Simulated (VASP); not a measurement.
A run of VASP 6.6.1 is set up as follows.

The input INCAR:

```
ALGO = Normal
EDIFF = 1E-6
ENCUT = 520
GGA = PE
ISIF = 2
ISMEAR = -1
LASPH = T
LCHARG = T
LELF = T
LREAL = F
LVHAR = T
LWAVE = F
NBANDS = 16
NELM = 100
PREC = Accurate
SIGMA = 0.05
```

File KPOINTS:

```
k-points
0
Gamma
  6 6 6
```

POSCAR

```
InP
1.0
    0.0000000000      2.9305000000      2.9695733333
    2.9305000000      0.0000000000      2.9695733333
    2.9305000000      2.9305000000      0.0000000000
In P
1 1
Direct
    0.0000000000      0.0000000000      0.0000000000
    0.2500000000      0.2500000000      0.2500000000
```

Potentials or basis: VASP PAW PBE potentials, release 64 (In_d, P).

Run with:

```console
$ cat potpaw_PBE.64/In_d/POTCAR potpaw_PBE.64/P/POTCAR > POTCAR
$ mpirun -np 1 vasp_std > vasp.out
```

Q: Predict the pressure.

A: 2.3 GPa.

Q: Predict the band gap on the k mesh.

A: 0.62 eV, direct.

Stress tensor (GPa, compression positive):
```
2.50 0.00 0.00
0.00 2.50 0.00
0.00 0.00 1.94
```

Caveat: spin-orbit coupling is left out, which moves the levels of the heavy elements.
